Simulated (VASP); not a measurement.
## Cd: single point with r2SCAN

Cd:

```
Cd
1.0
    -1.83641    1.83641    1.83641
     1.83641   -1.83641    1.83641
     1.83641    1.83641   -1.83641
Cd
1
Cartesian
  0.0000 0.0000 0.0000
```

This cell differs from its parent crystal: volume scaled by 1.12.

```json
{
 "Program": "VASP 6.6.1",
 "Task": "single point",
 "Functional": "r2SCAN",
 "Potentials or basis": "VASP PAW PBE potentials, release 64 (Cd)",
 "Cutoff": "520 eV",
 "k mesh": "14 × 14 × 14",
 "Occupations": "fermi-dirac, width 0.1 eV",
 "Spin": "no spin polarisation",
 "Dipole correction": "no",
 "Further INCAR settings": "ALGO = Normal; EDIFF = 1e-07; NBANDS = 12"
}
```

| Item | Value |
| --- | --- |
| Pressure | -3.6 GPa |
| Band gap on the k mesh | zero (band 6 reaches 5.51 eV, above the bottom of band 7 at 0.91 eV) |

Levels at points of the mesh, in eV from the Fermi level:
```tsv
k point	band 4	band 5	band 6	band 7	band 8	band 9
(0.00, 0.00, 0.00)	-8.88	-8.88	-8.24	15.44	15.44	15.44
(0.50, 0.00, 0.00)	-8.86	-8.54	-1.74	-1.08	9.09	10.04
(0.50, 0.50, 0.50)	-8.62	-8.62	3.51	3.51	3.51	5.10
```

It took 42 s on 1 thread of Intel(R) Xeon(R) 6975P-C (Granite Rapids) (shared host), peak memory 0.16 GiB.

Caveat: the PAW data sets were made with another functional, which shifts forces and pressure a little.
